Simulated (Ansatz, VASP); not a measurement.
# Two plane-wave programs on MoSe2

INCAR

```
PREC = Accurate
ENCUT = 600
EDIFF = 1E-7
ISMEAR = 0
SIGMA = 0.02
LREAL = False
LASPH = True
NELM = 60
ALGO = Normal
ISIF = 3
LWAVE = False
LCHARG = False
GGA = PE
IVDW = 12
IBRION = 2
NSW = 100
EDIFFG = -0.005
```

File KPOINTS:

```
Automatic mesh
0
Gamma
  9 9 2
```

Contents of POSCAR:

```
MoSe2
1.0
    3.2777600472      0.0000000000      0.0000000000
   -1.6388800236      2.8386234684      0.0000000000
    0.0000000000      0.0000000000     12.7181665489
Mo Se
2 4
Direct
    0.3333333333      0.6666666667      0.2500000000
    0.6666666667      0.3333333333      0.7500000000
    0.3333333333      0.6666666667      0.6183846690
    0.6666666667      0.3333333333      0.1183846690
    0.3333333333      0.6666666667      0.8816153310
    0.6666666667      0.3333333333      0.3816153310
```

Input for Ansatz:

```yaml
crystal:
  lattice:
    - [3.2777600407, 0.0, 0.0]
    - [-1.6388800203, 2.8386234627, 0.0]
    - [0.0, 0.0, 12.7181665635]
  atoms:
    - { symbol: Mo, position: [0.3333333333, 0.6666666667, 0.25] }
    - { symbol: Mo, position: [0.6666666667, 0.3333333333, 0.75] }
    - { symbol: Se, position: [0.3333333333, 0.6666666667, 0.6183846698] }
    - { symbol: Se, position: [0.6666666667, 0.3333333333, 0.1183846698] }
    - { symbol: Se, position: [0.3333333333, 0.6666666667, 0.8816153302] }
    - { symbol: Se, position: [0.6666666667, 0.3333333333, 0.3816153302] }
basis:
  ecutwfc: 420
kpoints:
  mp_grid: { grid: [9, 9, 2] }
hamiltonian:
  xc: pbe
  dispersion: d3bj
scf:
  occupations: { method: gaussian, width: 0.02 }
output:
  forces: true
  stress: true
  eigenvalues: true
relax:
  adjacent_minimum: "off"
  f_tol: 0.005
  max_steps: 80
  cell: { stress_tol: 0.05 }
```

Alike in both runs: task relaxation of cell and atoms; functional PBE; dispersion D3(BJ); k mesh 9 × 9 × 2; occupations gaussian, width 0.02 eV; no spin polarisation.

```csv
,VASP,Ansatz
version,VASP 6.6.1,Ansatz 0.2.0
potentials or method,"VASP PAW PBE potentials, release 64 (Mo_sv, Se), cutoff 600 eV","scalar-relativistic, plane waves, PAW"
valence electrons in the cell,52,92
```

|  | VASP | Ansatz | Ansatz less VASP |
| --- | --- | --- | --- |
| gap on the k mesh at the Fermi level, each at its own relaxed structure (eV) | 0.84 | 0.85 | +0.009 |
| relaxed volume (Å³/atom) | 19.75 | 19.73 | -0.016 |
| relaxed cell length with the largest relative difference (Å) | 3.279 | 3.277 | -0.0020 |

VASP's potentials hold 52 valence electrons a cell and Ansatz's 92, so a difference there can come from the potentials and not from the codes.
